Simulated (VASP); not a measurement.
Input of a VASP 6.6.1 run:

Contents of INCAR:

```
PREC     = Accurate       # precision mode
ENCUT    = 520            # plane-wave cutoff, eV
EDIFF    = 1E-7           # SCF threshold, eV
ISMEAR   = 0              # smearing method
SIGMA    = 0.15           # smearing width, eV
LREAL    = F              # projectors in reciprocal space
LASPH    = T              # aspherical terms in the spheres
NELM     = 80             # most SCF steps
ALGO     = Normal         # electronic algorithm
ISIF     = 2              # what is computed and relaxed
LWAVE    = F              # write WAVECAR
LCHARG   = T              # write CHGCAR
GGA      = PE             # functional
LELF     = T              # ELF
LVHAR    = T            
NBANDS   = 16             # bands
```

Contents of KPOINTS:

```
regular mesh
0
Gamma
  12 12 12
```

File POSCAR:

```
InSb
1.0
    0.0000000000      3.1905135000      3.1905135000
    3.1905135000      0.0000000000      3.1905135000
    3.1905135000      3.1905135000      0.0000000000
In Sb
1 1
Direct
    0.0000000000      0.0000000000      0.0000000000
    0.7500000000      0.7500000000      0.7500000000
```

Potentials or basis: VASP PAW PBE potentials, release 64 (In_d, Sb).

The run is started by

```sh
$ cat potpaw_PBE.64/In_d/POTCAR potpaw_PBE.64/Sb/POTCAR > POTCAR
$ mpirun -np 1 vasp_std > vasp.out
```

Q: Predict the band gap on the k mesh.

A: 0.08 eV.

Q: Predict the pressure.

A: 5.7 GPa.

Caveat: the cell differs from its parent crystal (strain -0.015 along x and y, -0.015 along z); the cell stands under pressure; the smearing spreads over this small gap; semilocal functionals underestimate gaps, and a narrow one can read as zero; spin-orbit coupling is left out, which moves the levels of the heavy elements.
